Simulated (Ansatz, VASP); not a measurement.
## Two plane-wave programs on SrTiO3

```xyz
5
Lattice="3.8396 0.0000 0.0000 0.0000 3.8396 0.0000 0.0000 0.0000 3.8914" Properties=species:S:1:pos:R:3 pbc="T T T"
Sr    0.0092    0.0000    0.0000
Ti    1.9426    1.9198    1.9457
O    -0.0372    1.9198    1.9457
O     1.8791    0.0000    1.9457
O     1.8791    1.9198    0.0000
```

Change from the starting cell: mode 1 frozen in at -0.041 Å, equal normal strain along x and y -0.0133.

Alike in both runs: task single point; functional PBEsol; k mesh 8 × 8 × 8; occupations gaussian, width 0.05 eV; no spin polarisation.

|  | VASP | Ansatz |
| --- | --- | --- |
| version | VASP 6.6.1 | Ansatz 0.2.0 |
| potentials or method | VASP PAW PBE potentials, release 64 (Sr_sv, Ti_sv, O), cutoff 520 eV | scalar-relativistic, plane waves, PAW |
| valence electrons in the cell | 40 | 40 |

Ansatz gave:

- gap on the k mesh at the Fermi level (eV): 1.91
- least direct gap on the mesh (eV): 2.27
- pressure (GPa): 5.6
- traceless stress, the component that is largest in VASP (GPa): -2.70
- rms of the force components (eV/Å): 0.060

**Question.** What did VASP give for the same quantities?

**Answer.** gap on the k mesh at the Fermi level (eV): 1.87; least direct gap on the mesh (eV): 2.25; pressure (GPa): 6.3; traceless stress, the component that is largest in VASP (GPa): -2.74; rms of the force components (eV/Å): 0.069.

VASP's potentials were made for PBE, not for PBEsol, and Ansatz warns of the same on its side. Atom by atom the forces differ by 0.010 eV/Å (rms over components).
